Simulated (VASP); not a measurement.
# CaMg (Pm-3m) in VASP: further runs, part 2 of 2

VASP 6.6.1. The steps go on from the part before.

**3. Single point, LDA**

This run uses another cell than the first one, of 30.18 Å³/atom.

Contents of INCAR:

```
SYSTEM = CaMg
PREC     = Accurate       ! precision mode
ENCUT    = 520            ! plane-wave cutoff, eV
EDIFF    = 1E-7           ! SCF threshold, eV
ISMEAR   = 0              ! smearing method
SIGMA    = 0.15           ! smearing width, eV
LREAL    = .False.        ! projectors in reciprocal space
LASPH    = .True.         ! aspherical terms in the spheres
NELM     = 80             ! most SCF steps
ALGO     = Fast           ! electronic algorithm
ISIF     = 2              ! what is computed and relaxed
LWAVE    = .False.        ! write WAVECAR
LCHARG   = .False.        ! write CHGCAR
GGA      = CA             ! functional
NBANDS   = 13             ! bands
```

Contents of KPOINTS:

```
regular mesh
0
Gamma
  12 12 12
  0 0 0
```

Contents of POSCAR:

```
CaMg
1.0
    3.9227047891      0.0000000000      0.0000000000
    0.0000000000      3.9227047891      0.0000000000
    0.0000000000      0.0000000000      3.9227047891
Ca Mg
1 1
Direct
    0.0000000000      0.0000000000      0.0000000000
    0.5000000000      0.5000000000      0.5000000000
```

Potentials or basis: VASP PAW LDA potentials, release 64 (Ca_sv, Mg).

Run with:

```sh
cat potpaw_LDA.64/Ca_sv/POTCAR potpaw_LDA.64/Mg/POTCAR > POTCAR
mpirun -np 1 vasp_std > vasp.out
```

OUTCAR:

```text
SYSTEM = CaMg
   PREC = Accurate
   ENCUT = 520
   EDIFF = 1E-7
   ISMEAR = 0
   LREAL = .False.
   LASPH = .True.
   NELM = 80
   ISIF = 2
   GGA = CA

 ion  position               nearest neighbor table
   1  0.000  0.000  0.000-   2 3.40   2 3.40   2 3.40   2 3.40   2 3.40   2 3.40   2 3.40   2 3.40

   2  0.500  0.500  0.500-   1 3.40   1 3.40   1 3.40   1 3.40   1 3.40   1 3.40   1 3.40   1 3.40

  LATTYP: Found a simple cubic cell.
 ALAT       =     3.9227047891

  Lattice vectors:

 A1 = (   3.9227047891,   0.0000000000,   0.0000000000)
 A2 = (   0.0000000000,   3.9227047891,   0.0000000000)
 A3 = (   0.0000000000,   0.0000000000,   3.9227047891)

Analysis of symmetry for initial positions (statically):
=====================================================================
 Subroutine PRICEL returns:
 Original cell was already a primitive cell.

 Routine SETGRP: Setting up the symmetry group for a
 simple cubic supercell.

 Subroutine GETGRP returns: Found 48 space group operations
 (whereof 48 operations were pure point group operations)
 out of a pool of 48 trial point group operations.

The static configuration has the point symmetry O_h .

Analysis of symmetry for dynamics (positions and initial velocities):
=====================================================================
 Subroutine PRICEL returns:
 Original cell was already a primitive cell.

 Routine SETGRP: Setting up the symmetry group for a
 simple cubic supercell.

 Subroutine GETGRP returns: Found 48 space group operations
 (whereof 48 operations were pure point group operations)
 out of a pool of 48 trial point group operations.

The dynamic configuration has the point symmetry O_h .

 Subroutine INISYM returns: Found 48 space group operations
 (whereof 48 operations are pure point group operations),
 and found     1 'primitive' translations

----------------------------------------------------------------------------------------

                                     Primitive cell

  volume of cell :      60.3611

  direct lattice vectors                    reciprocal lattice vectors
     3.922704789  0.000000000  0.000000000     0.254926142  0.000000000  0.000000000
     0.000000000  3.922704789  0.000000000     0.000000000  0.254926142  0.000000000
     0.000000000  0.000000000  3.922704789     0.000000000  0.000000000  0.254926142

  length of vectors
     3.922704789  3.922704789  3.922704789     0.254926142  0.254926142  0.254926142

  position of ions in fractional coordinates (direct lattice)
     0.000000000  0.000000000  0.000000000
     0.500000000  0.500000000  0.500000000

  ion indices of the primitive-cell ions
   primitive index   ion index
                 1           1
                 2           2

----------------------------------------------------------------------------------------

 KPOINTS: regular mesh

Automatic generation of k-mesh.
 Grid dimensions read from file:
 generate k-points for:   12   12   12

 Generating k-lattice:

[... 41 lines left out ...]
  0.416667  0.333333  0.000000     24.000000
 [... further k-points ...]
   k-points           NKPTS =     84   k-points in BZ     NKDIM =     84   number of bands    NBANDS=     13
   number of dos      NEDOS =    301   number of ions     NIONS =      2
   total plane-waves  NPLWV =  27000
   dimension x,y,z NGX =    30 NGY =   30 NGZ =   30
   dimension x,y,z NGXF=    60 NGYF=   60 NGZF=   60
   ions per type =               1   1
   NGX,Y,Z   is equivalent  to a cutoff of  12.71, 12.71, 12.71 a.u.
   NGXF,Y,Z  is equivalent  to a cutoff of  25.43, 25.43, 25.43 a.u.
 SYSTEM =  CaMg
   PREC   = accura    normal or accurate (medium, high low for compatibility)
   ISTART =      0    job   : 0-new  1-cont  2-samecut
   ICHARG =      2    charge: 1-file 2-atom 10-const
   ISPIN  =      1    spin polarized calculation?
   LNONCOLLINEAR =      F non collinear calculations
   LSORBIT =      F    spin-orbit coupling
   LASPH  =      T    aspherical Exc in radial PAW
   ENCUT  =  520.0 eV  38.22 Ry    6.18 a.u.   7.29  7.29  7.29*2*pi/ulx,y,z
   NELM   =     80;   NELMIN=  2; NELMDL= -5     # of ELM steps
   EDIFF  = 0.1E-06   stopping-criterion for ELM
   LREAL  =      F    real-space projection
   EDIFFG = 0.1E-05   stopping-criterion for IOM
   NSW    =      0    number of steps for IOM
   IBRION =     -1    ionic relax: 0-MD 1-quasi-New 2-CG
   NFREE  =      0    steps in history (QN), initial steepest desc. (CG)
   ISIF   =      2    stress and relaxation
   ISYM   =      2    0-nonsym 1-usesym 2-fastsym
   POTIM  = 0.5000    time-step for ionic-motion
   TEBEG  =    0.0;   TEEND  =   0.0 temperature during run
   PSTRESS=    0.0 pullay stress
   NELECT =      12.0000    total number of electrons
   NUPDOWN=      -1.0000    fix difference up-down
   EMIN   =  10.00;   EMAX   =-10.00  energy-range for DOS
   EFERMI =   0.00;   METHOD = LEGACY
   ISMEAR =     0;   SIGMA  =   0.15  broadening in eV -4-tet -1-fermi 0-gaus
   EFERMI_NEDOS =   21; number of points for ismear=-14 and -15
   IALGO  =     68    algorithm
   IMIX   =      4    mixing-type and parameters
     AMIX     =   0.40;   BMIX     =  1.00
     AMIX_MAG =   1.60;   BMIX_MAG =  1.00
  volume/ion in A,a.u.               =      30.18       203.67
  Fermi-wavevector in a.u.,A,eV,Ry     =   0.955468  1.805573 12.421026  0.912920
  Thomas-Fermi vector in A             =   2.084309
   LORBIT       =      0    0 simple, 1 ext, 2 COOP (PROOUT), +10 PAW based schemes
   GGA     = CA    functional components
   LHFCALC =     F    Hartree Fock is set to
   AEXX    =    0.0000 exact exchange contribution
   IVDW    =     0    specifies the selected vdW correction
   LEPSILON=     F    determine dielectric tensor
   LRPA    =     F    only Hartree local field effects (RPA)
 non-spin polarized calculation
 RMM-DIIS sequential band-by-band and
 Gauss-broadening in eV      SIGMA  =   0.15
  energy-cutoff  :      520.00
  volume of cell :       60.36
 maximum number of plane-waves:      1647
 NGX is ok and might be reduce to    30
   NGX = 15   NGY = 15   NGZ = 15

 number of electron      12.0000002 magnetization

 Free energy of the ion-electron system (eV)
  ---------------------------------------------------
  ext. energy  EPLUGINS =         0.00000000
  ---------------------------------------------------
  free energy    TOTEN  =        -4.27703334 eV

  energy without entropy =       -4.25788737  energy(sigma->0) =       -4.26746036

 E-fermi :   2.1373     XC(G=0):  -8.4943

 val. band max:        2.1363988041   @ k =   0.2500   0.1667   0.0000
 cond. band min:       2.1441896885   @ k =   0.3333   0.3333   0.1667
 fundamental gap:      0.0077908844
 Fermi energy:         2.1372808602

 k-point     1 :       0.0000    0.0000    0.0000
  band No.  band energies     occupation
      1     -38.8365      2.00000
      2     -20.1126      2.00000
      3     -20.1126      2.00000
      4     -20.1126      2.00000
      5      -3.0653      2.00000
      6       3.0967      0.00000
      7       3.0967      0.00000
      8       5.9269      0.00000
      9       5.9269      0.00000
     10       5.9269      0.00000
     11       6.2739      0.00000
     12       6.2739      0.00000
     13       6.2739      0.00000
[... 354 lines left out ...]
  band No.  band energies     occupation
      1     -38.8281      2.00000
      2     -20.1816      2.00000
      3     -20.1653      2.00000
      4     -20.1006      2.00000
      5      -0.4565      2.00000
      6       1.2161      2.00000
      7       2.3470      0.04803
      8       3.6207      0.00000
      9       4.8215      0.00000
     10       5.1498      0.00000
     11       6.6317      0.00000
     12       7.0358      0.00000
     13       8.0880      0.00000

 [... further k-points ...]

------------------------ aborting loop because EDIFF is reached ----------------------------------------

  FORCE on cell =-STRESS in cart. coord.  units (eV):
  Direction    XX          YY          ZZ          XY          YZ          ZX
  --------------------------------------------------------------------------------------
  -------------------------------------------------------------------------------------
  Total       -0.5417013     -0.5417013     -0.5417013      0.0000000     -0.0000000     -0.0000000
  in kB      -14.3785010    -14.3785010    -14.3785010      0.0000000     -0.0000000     -0.0000000
  external PRESSURE =     -14.3785010 kB  Pullay stress =       0.0000000 kB

 VOLUME and BASIS-vectors are now :
 -----------------------------------------------------------------------------
  energy-cutoff  :      520.00
  volume of cell :       60.36
      direct lattice vectors                 reciprocal lattice vectors
     3.922704789  0.000000000  0.000000000     0.254926142  0.000000000  0.000000000
     0.000000000  3.922704789  0.000000000     0.000000000  0.254926142  0.000000000
     0.000000000  0.000000000  3.922704789     0.000000000  0.000000000  0.254926142

 POSITION                                       TOTAL-FORCE (eV/Angst)
 -----------------------------------------------------------------------------------
      0.00000      0.00000      0.00000         0.000000      0.000000      0.000000
      1.96135      1.96135      1.96135         0.000000      0.000000      0.000000
 -----------------------------------------------------------------------------------
    total drift:                                0.000000     -0.000000     -0.000000

  FREE ENERGIE OF THE ION-ELECTRON SYSTEM (eV)
  ---------------------------------------------------
  free  energy   TOTEN  =        -4.2770333431 eV

  energy  without entropy=       -4.2578873743  energy(sigma->0) =       -4.26746036
```

It took 75 s on 1 thread of Intel Xeon 6975P-C (Granite Rapids), shared host; peak memory 0.19 GiB.

Results:

```
Free energy            : -4.2770 eV
Pressure               : -1.4 GPa
Band gap on the k mesh : zero (bands 6 and 7 overlap by 1.30 eV)
```

Levels at points of the mesh, in eV from the Fermi level:
```tsv
k point	band 4	band 5	band 6	band 7	band 8	band 9
(0.00, 0.00, 0.00)	-22.25	-5.20	0.96	0.96	3.79	3.79
(0.50, 0.00, 0.00)	-22.24	-2.93	-2.45	1.70	2.26	2.26
(0.50, 0.50, 0.00)	-22.24	-1.91	-0.25	-0.25	0.30	2.81
(0.50, 0.50, 0.50)	-22.31	-0.34	-0.34	-0.34	1.42	2.82
```
